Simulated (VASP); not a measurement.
Ru, 2 atoms in the cell. Symmetry: P6_3/mmc, No. 194, hexagonal system. Conventional cell: a = 2.651 Å, b = 2.651 Å, c = 4.194 Å, α = 90.00°, β = 90.00°, γ = 120.00°. Within 3.4 Å of Ru (site symmetry -6m2) lie 12 Ru at 2.60 to 2.65 Å.  This cell differs from its parent crystal: volume scaled by 0.94.

| Item | Value |
| --- | --- |
| Program | VASP 6.6.1 |
| Task | single point |
| Functional | PBE |
| Dispersion | D3(BJ) |
| Potentials or basis | VASP PAW PBE potentials, release 64 (Ru_pv) |
| Cutoff | 520 eV |
| k mesh | 8 × 8 × 5 |
| Occupations | fermi-dirac, width 0.02 eV |
| Spin | non-collinear spin, zero start, spin-orbit coupling |
| Starting moments | [[0.0, 0.0, 0.0], [0.0, 0.0, 0.0]] μB |
| Dipole correction | no |
| Further INCAR settings | ALGO = Normal; EDIFF = 1e-06; NBANDS = 40 |

Potentials or basis: VASP PAW PBE potentials, release 64 (Ru_pv).

Command:

```bash
$ cat potpaw_PBE.64/Ru_pv/POTCAR > POTCAR
$ mpirun -np 1 vasp_ncl > vasp.out
```

Hardware: 1 thread of Intel(R) Xeon(R) 6975P-C (Granite Rapids), with other jobs on the host.

Problem. Estimate the wall time of this run.

Solution. Wall time 26 s on 1 thread of Intel(R) Xeon(R) 6975P-C (Granite Rapids), with other jobs on the host, peak memory 0.22 GiB. Counts: scf iterations 13, k points 30.
